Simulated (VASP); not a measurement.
Input of a VASP 6.6.1 run:

The input INCAR:

```
  PREC = Accurate
  ENCUT = 520
  EDIFF = 1E-7
  ISMEAR = 0
  SIGMA = 0.01
  LREAL = False
  LASPH = True
  NELM = 80
  ALGO = Normal
  ISIF = 2
  LWAVE = False
  LCHARG = False
  GGA = PE
  NBANDS = 16
```

File KPOINTS:

```
Automatic mesh
0
Gamma
  6 6 6
```

POSCAR

```
CdTe
1.0
    0.0000000000      3.3431748532      3.3431748532
    3.3431748532      0.0000000000      3.3431748532
    3.3431748532      3.3431748532      0.0000000000
Cd Te
1 1
Direct
    0.0000000000      0.0000000000      0.0000000000
    0.2500000000      0.2500000000      0.2500000000
```

Potentials or basis: VASP PAW PBE potentials, release 64 (Cd, Te).

Launch:

```bash
$ cat potpaw_PBE.64/Cd/POTCAR potpaw_PBE.64/Te/POTCAR > POTCAR
$ mpirun -np 1 vasp_std > vasp.out
```

Estimate the band gap on the k mesh.

0.49 eV, direct.

What does it give for the pressure?

-0.9 GPa.

Caveat: spin-orbit coupling is left out, which moves the levels of the heavy elements.
